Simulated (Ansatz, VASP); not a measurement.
Ga4As3P in VASP and in Ansatz

```
CELL_PARAMETERS angstrom
4.04302 0.00000 0.00000
0.00000 4.04302 0.00000
0.00000 0.00000 11.25407
ATOMIC_POSITIONS crystal
Ga 0.50000 0.00000 0.61804
Ga 0.00000 0.50000 0.38196
Ga 0.50000 0.00000 0.12756
Ga 0.00000 0.50000 0.87244
P 0.00000 0.00000 0.50000
As 0.50000 0.50000 0.25473
As 0.00000 0.00000 0.00000
As 0.50000 0.50000 0.74527
```

Change from the starting cell: species swapped into the Mg4Te3Se type (P-4m2, No. 115).

Alike in both runs: functional PBE; k mesh 4 × 4 × 2; occupations gaussian, width 0.2 eV; no spin polarisation.

Ansatz relaxed the structure, and its values are those at the end. VASP's run is a single point on that final structure, the one shown.

|  | VASP | Ansatz |
| --- | --- | --- |
| version | VASP 6.6.1 | Ansatz 0.2.0 |
| potentials or method | VASP PAW PBE potentials, release 64 (Ga_d, P, As), cutoff 520 eV | scalar-relativistic, plane waves, PAW |
| valence electrons in the cell | 72 | 102 |

|  | VASP | Ansatz | Ansatz less VASP |
| --- | --- | --- | --- |
| gap on the k mesh at the Fermi level (eV) | 0.43 | 0.43 | -0.001 |
| least direct gap on the mesh (eV) | 0.43 | 0.43 | -0.001 |
| pressure (GPa) | 0.1 | 0.0 | -0.14 |
| rms of the force components (eV/Å) | 0.004 | 0.004 | -0.0001 |

VASP's potentials hold 72 valence electrons a cell and Ansatz's 102, so a difference there can come from the potentials and not from the codes.
